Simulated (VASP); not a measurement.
# Ni: single point with BLYP

Crystal: Ni.

```
Ni
1.0
     2.49199    0.00000    0.00000
    -1.24599    2.15812    0.00000
     0.00000    0.00000    4.10017
Ni
2
Direct
  0.33333 0.66667 0.25000
  0.66667 0.33333 0.75000
```

This isn't the form of Ni at room conditions, which is fcc.

```yaml
Program: VASP 6.6.1
Task: single point
Functional: BLYP
Potentials_or_basis: VASP PAW PBE potentials, release 64 (Ni)
Cutoff: 520 eV
k_mesh: 16 × 16 × 9
Occupations: fermi-dirac, width 0.05 eV
Spin: collinear spin, ferromagnetic start
Starting_moments: "[0.657, 0.657] μB"
Dipole_correction: no
Further_INCAR_settings: ALGO = Normal; EDIFF = 1e-06; NBANDS = 21
```

```
Pressure                                              : 7.4 GPa
Net moment                                            : 1.16 μB per cell
Site moments                                          : Ni +0.59 μB
Valence electrons inside the program's atomic spheres : Ni 9.33
```

Stress tensor (GPa, compression positive):
```
7.23 0.00 0.00
0.00 7.23 0.00
0.00 0.00 7.85
```

Levels at points of the mesh, in eV from the Fermi level:
Spin up:
| k point | band 9 | band 10 | band 11 | band 12 | band 13 | band 14 |
| --- | --- | --- | --- | --- | --- | --- |
| (0.00, 0.00, 0.00) | -1.59 | -0.66 | -0.66 | -0.12 | 5.52 | 22.97 |
| (0.50, 0.00, 0.00) | -0.50 | -0.44 | 1.29 | 3.09 | 9.35 | 9.77 |
Spin down:
```tsv
k point	band 7	band 8	band 9	band 10	band 11	band 12
(0.00, 0.00, 0.00)	-1.39	-0.99	-0.99	-0.14	-0.03	-0.03
(0.50, 0.00, 0.00)	-1.35	0.13	0.15	0.25	1.70	3.44
```

It took 3.6 min on 1 thread of Intel Xeon 8259CL (shared host), peak memory 0.21 GiB.

Caveat: the cell stands under pressure; the PAW data sets were made with another functional, which shifts forces and pressure a little.
